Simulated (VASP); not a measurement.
# TlBr (Pm-3m) in VASP: settings compared, part 2 of 2

VASP 6.6.1. The steps go on from the part before.

## 3. Single point, PBEsol

Contents of INCAR:

```
SYSTEM = TlBr
  PREC = Accurate
  ENCUT = 500
  EDIFF = 1E-6
  ISMEAR = 0
  SIGMA = 0.01
  LREAL = .False.
  LASPH = .True.
  NELM = 120
  ALGO = Normal
  ISIF = 2
  LWAVE = .False.
  LCHARG = .False.
  GGA = PS
  NBANDS = 17
  GGA_COMPAT = .False.
```

Contents of KPOINTS:

```
Automatic mesh
0
Gamma
  4 4 4
  0.5 0.5 0.5
```

Contents of POSCAR:

```
TlBr
1.0
    3.9461933093      0.0000000000      0.0000000000
    0.0000000000      3.9461933093      0.0000000000
    0.0000000000      0.0000000000      3.9461933093
Tl Br
1 1
Direct
    0.0000000000      0.0000000000      0.0000000000
    0.5000000000      0.5000000000      0.5000000000
```

Potentials or basis: VASP PAW PBE potentials, release 64 (Tl_d, Br).

On the command line:

```
cat potpaw_PBE.64/Tl_d/POTCAR potpaw_PBE.64/Br/POTCAR > POTCAR
mpirun -np 1 vasp_std > vasp.out
```

Wall time 3.6 s (1 thread of Intel Xeon 6975P-C (Granite Rapids), shared host); peak memory 0.16 GiB.

Results (log left out):

```
Free energy            : -6.0346 eV
Pressure               : -0.7 GPa
Band gap on the k mesh : 3.04 eV, indirect (least direct gap 3.39 eV)
```

Levels at points of the mesh, in eV from the valence-band top:
```tsv
k point	band 8	band 9	band 10	band 11	band 12	band 13
(0.12, 0.12, 0.12)	-1.27	-1.27	-0.19	5.63	6.28	6.28
```

Caveat: the PAW data sets were made with another functional, which shifts forces and pressure a little; spin-orbit coupling is left out, which moves the levels of the heavy elements. A k mesh can miss the band edges.

## 4. Single point, PBEsol

Contents of INCAR:

```
SYSTEM = TlBr
PREC = Accurate
ENCUT = 500
EDIFF = 1E-6
ISMEAR = 1
SIGMA = 0.05
LREAL = .False.
LASPH = .True.
NELM = 120
ALGO = Normal
ISIF = 2
LWAVE = .False.
LCHARG = .False.
GGA = PS
NBANDS = 17
GGA_COMPAT = .False.
```

Contents of KPOINTS:

```
regular mesh
0
Gamma
  4 4 4
  0 0 0
```

POSCAR is that of step 3.

Potentials or basis: VASP PAW PBE potentials, release 64 (Tl_d, Br).

On the command line:

```
cat potpaw_PBE.64/Tl_d/POTCAR potpaw_PBE.64/Br/POTCAR > POTCAR
mpirun -np 1 vasp_std > vasp.out
```

OUTCAR:

```text
SYSTEM = TlBr
   PREC = Accurate
   ENCUT = 500
   EDIFF = 1E-6
   ISMEAR = 1
   LREAL = .False.
   LASPH = .True.
   NELM = 120
   ISIF = 2
   GGA = PS

 ion  position               nearest neighbor table
   1  0.000  0.000  0.000-   2 3.42   2 3.42   2 3.42   2 3.42   2 3.42   2 3.42   2 3.42   2 3.42

   2  0.500  0.500  0.500-   1 3.42   1 3.42   1 3.42   1 3.42   1 3.42   1 3.42   1 3.42   1 3.42

  LATTYP: Found a simple cubic cell.
 ALAT       =     3.9461933093

  Lattice vectors:

 A1 = (   3.9461933093,   0.0000000000,   0.0000000000)
[... 371 lines left out ...]

  FORCE on cell =-STRESS in cart. coord.  units (eV):
  Direction    XX          YY          ZZ          XY          YZ          ZX
  --------------------------------------------------------------------------------------
  -------------------------------------------------------------------------------------
  Total       -0.1856147     -0.1856147     -0.1856147      0.0000000      0.0000000      0.0000000
  in kB       -4.8393591     -4.8393591     -4.8393591      0.0000000      0.0000000      0.0000000
  external PRESSURE =      -4.8393591 kB  Pullay stress =       0.0000000 kB

 VOLUME and BASIS-vectors are now :
 -----------------------------------------------------------------------------
  energy-cutoff  :      500.00
  volume of cell :       61.45
      direct lattice vectors                 reciprocal lattice vectors
     3.946193309  0.000000000  0.000000000     0.253408772  0.000000000  0.000000000
     0.000000000  3.946193309  0.000000000     0.000000000  0.253408772  0.000000000
     0.000000000  0.000000000  3.946193309     0.000000000  0.000000000  0.253408772

 POSITION                                       TOTAL-FORCE (eV/Angst)
 -----------------------------------------------------------------------------------
      0.00000      0.00000      0.00000         0.000000      0.000000      0.000000
      1.97310      1.97310      1.97310         0.000000      0.000000      0.000000
 -----------------------------------------------------------------------------------
    total drift:                                0.000000     -0.000000     -0.000000

  FREE ENERGIE OF THE ION-ELECTRON SYSTEM (eV)
  ---------------------------------------------------
  free  energy   TOTEN  =        -6.0137362026 eV

  energy  without entropy=       -6.0138720910  energy(sigma->0) =       -6.01378150
```

OSZICAR:

```text
N       E                     dE             d eps       ncg     rms          rms(c)
DAV:   1     0.977346450143E+02    0.97735E+02   -0.94435E+03   340   0.984E+02
DAV:   2    -0.231807126209E+01   -0.10005E+03   -0.97585E+02   426   0.220E+02
DAV:   3    -0.621922238395E+01   -0.39012E+01   -0.38918E+01   392   0.377E+01
DAV:   4    -0.624224849786E+01   -0.23026E-01   -0.23023E-01   421   0.347E+00
DAV:   5    -0.624246487425E+01   -0.21638E-03   -0.21637E-03   387   0.333E-01    0.296E+00
DAV:   6    -0.603652619880E+01    0.20594E+00   -0.31578E-01   368   0.292E+00    0.168E+00
DAV:   7    -0.601452826771E+01    0.21998E-01   -0.96361E-02   359   0.140E+00    0.867E-01
DAV:   8    -0.601390574509E+01    0.62252E-03   -0.12588E-02   379   0.726E-01    0.179E-01
DAV:   9    -0.601367373023E+01    0.23201E-03   -0.10245E-03   367   0.177E-01    0.633E-02
DAV:  10    -0.601373861338E+01   -0.64883E-04   -0.13500E-04   353   0.630E-02    0.194E-02
DAV:  11    -0.601373593707E+01    0.26763E-05   -0.12628E-05   431   0.225E-02    0.485E-03
DAV:  12    -0.601373620257E+01   -0.26550E-06   -0.10846E-06   285   0.590E-03
   1 F= -.60137362E+01 E0= -.60137815E+01  d E =0.135888E-03
```

Wall time 5.3 s (1 thread of Intel Xeon 6975P-C (Granite Rapids), shared host); peak memory 0.16 GiB.

What came out:

- Free energy: -6.0137 eV
- Pressure: -0.5 GPa
- Band gap on the k mesh: 1.65 eV, direct

Levels at points of the mesh, in eV from the valence-band top:
```csv
k point,band 8,band 9,band 10,band 11,band 12,band 13
"(0.00, 0.00, 0.00)",-1.43,-1.43,-1.43,6.79,6.79,7.25
"(0.50, 0.00, 0.00)",-0.88,-0.88,0.00,1.65,5.67,5.67
"(0.50, 0.50, 0.00)",-3.16,-3.16,-0.80,4.82,4.82,7.40
"(0.50, 0.50, 0.50)",-2.07,-2.07,-2.07,1.91,1.91,1.91
```

Caveat: the PAW data sets were made with another functional, which shifts forces and pressure a little; spin-orbit coupling is left out, which moves the levels of the heavy elements. A k mesh can miss the band edges.

## 5. Single point, LDA

Contents of INCAR:

```
SYSTEM = TlBr
PREC = Accurate
ENCUT = 500
EDIFF = 1E-6
ISMEAR = 0
SIGMA = 0.01
LREAL = .FALSE.
LASPH = .TRUE.
NELM = 120
ALGO = Normal
ISIF = 2
LWAVE = .FALSE.
LCHARG = .FALSE.
GGA = CA
NBANDS = 17
GGA_COMPAT = .FALSE.
```

Contents of KPOINTS:

```
regular mesh
0
G
  4 4 4
  0 0 0
```

POSCAR is that of step 4.

Potentials or basis: VASP PAW LDA potentials, release 64 (Tl_d, Br).

On the command line:

```
cat potpaw_LDA.64/Tl_d/POTCAR potpaw_LDA.64/Br/POTCAR > POTCAR
mpirun -np 1 vasp_std > vasp.out
```

Wall time 4.2 s (1 thread of Intel Xeon 6975P-C (Granite Rapids), shared host); peak memory 0.15 GiB.

It converged, with:

```yaml
Free_energy: -6.5065 eV
Pressure: -2.0 GPa
Band_gap_on_the_k_mesh: 1.57 eV, direct
```

Levels at points of the mesh, in eV from the valence-band top:
| k point | band 7 | band 8 | band 9 | band 10 | band 11 | band 12 | band 13 | band 14 |
| --- | --- | --- | --- | --- | --- | --- | --- | --- |
| (0.00, 0.00, 0.00) | -4.85 | -1.42 | -1.42 | -1.42 | 6.77 | 6.77 | 7.15 | 7.15 |
| (0.50, 0.00, 0.00) | -5.81 | -0.87 | -0.87 | 0.00 | 1.57 | 5.59 | 5.59 | 7.75 |
| (0.50, 0.50, 0.00) | -3.92 | -3.17 | -3.17 | -0.78 | 4.74 | 4.74 | 7.29 | 7.49 |
| (0.50, 0.50, 0.50) | -2.84 | -2.06 | -2.06 | -2.06 | 1.83 | 1.83 | 1.83 | 12.75 |

Caveat: spin-orbit coupling is left out, which moves the levels of the heavy elements. LDA gaps usually lie below the measured ones, often by a third to a half.

## 6. Summary

```csv
level,potentials or basis,k mesh,smearing,gap on the mesh (eV),pressure (GPa)
PBEsol,"VASP PAW PBE potentials, release 64 (Tl_d, Br)",4 × 4 × 4,gaussian 0.01 eV,1.65,-0.5
PBEsol,"VASP PAW PBE potentials, release 64 (Tl_d, Br)","4 × 4 × 4, shifted",gaussian 0.01 eV,3.04,-0.7
PBEsol,"VASP PAW PBE potentials, release 64 (Tl_d, Br)",4 × 4 × 4,methfessel-paxton 0.05 eV,1.65,-0.5
LDA,"VASP PAW LDA potentials, release 64 (Tl_d, Br)",4 × 4 × 4,gaussian 0.01 eV,1.57,-2.0
```

Alike in all rows: task single point; no spin polarisation; cell as given; cutoff (eV) 500.

Caveats: spin-orbit coupling is left out, which moves the levels of the heavy elements; the PAW data sets were made with another functional, which shifts forces and pressure a little (some runs).

Absolute energies hang on the potentials; compare differences alone.
